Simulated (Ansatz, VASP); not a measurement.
SnO: VASP beside Ansatz

```
CELL_PARAMETERS angstrom
2.68538 -2.68537 0.00000
2.68538 2.68537 0.00000
0.00000 0.00000 9.42267
ATOMIC_POSITIONS crystal
Sn 0.99970 0.00030 0.00252
Sn 0.00030 0.99970 0.50252
Sn 0.50031 0.49969 0.25448
Sn 0.49969 0.50031 0.75448
O 0.00035 0.49965 0.37850
O 0.99965 0.50035 0.87850
O 0.50035 0.99965 0.37850
O 0.49965 0.00035 0.87850
```

Change from the starting cell: equal strain along all axes, cell held, atoms relaxed: -1.0 %.

Alike in both runs: functional PBE; dispersion D3(BJ); k mesh 10 × 10 × 4; occupations gaussian, width 0.1 eV; no spin polarisation.

Ansatz relaxed the structure, and its values are those at the end. VASP's run is a single point on that final structure, the one shown.

|  | VASP | Ansatz |
| --- | --- | --- |
| version | VASP 6.6.1 | Ansatz 0.2.0 |
| potentials or method | VASP PAW PBE potentials, release 64 (Sn_d, O), cutoff 520 eV | scalar-relativistic, plane waves, PAW |
| valence electrons in the cell | 80 | 80 |

|  | VASP | Ansatz | Ansatz less VASP |
| --- | --- | --- | --- |
| gap on the k mesh at the Fermi level (eV) | none | none | - |
| pressure (GPa) | 1.8 | 1.6 | -0.23 |
| rms of the force components (eV/Å) | 0.033 | 0.001 | -0.0314 |

A gap of «none» marks a metal or a gap that the smearing closes. Ansatz's warnings: near symmetry operation missed by atoms, stress scf threshold loose.
